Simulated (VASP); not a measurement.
Input of a VASP 6.6.1 run:

File INCAR:

```
ALGO = Normal
EDIFF = 1E-6
ENCUT = 520
GGA = PS
ISIF = 2
ISMEAR = 0
LASPH = T
LCHARG = F
LREAL = F
LWAVE = F
NBANDS = 16
NELM = 80
PREC = Accurate
SIGMA = 0.05
```

Contents of KPOINTS:

```
k-points
0
Gamma
  12 12 4
```

Contents of POSCAR:

```
BN
1.0
    2.6061137322      0.0000000000      0.0000000000
   -1.3030568661      2.2569606973      0.0000000000
    0.0000000000      0.0000000000      6.6481961309
B N
2 2
Direct
    0.3333333333      0.6666666667      0.2500000000
    0.6666666667      0.3333333333      0.7500000000
    0.3333333333      0.6666666667      0.7500000000
    0.6666666667      0.3333333333      0.2500000000
```

Potentials or basis: VASP PAW PBE potentials, release 64 (B, N).

The run is started by

```console
$ cat potpaw_PBE.64/B/POTCAR potpaw_PBE.64/N/POTCAR > POTCAR
$ mpirun -np 1 vasp_std > vasp.out
```

Predict the band gap on the k mesh.

3.95 eV, indirect (least direct gap 4.28 eV).

What does it give for the pressure?

-23.6 GPa.

Stress tensor (GPa, compression positive):
```
-35.62   0.00   0.00
  0.00 -35.62   0.00
  0.00   0.00   0.49
```

Caveat: the PAW data sets were made with another functional, which shifts forces and pressure a little; this functional lacks dispersion, which binds the layers, so the pressure and a relaxed spacing across them are unreliable. A k mesh can miss the band edges.
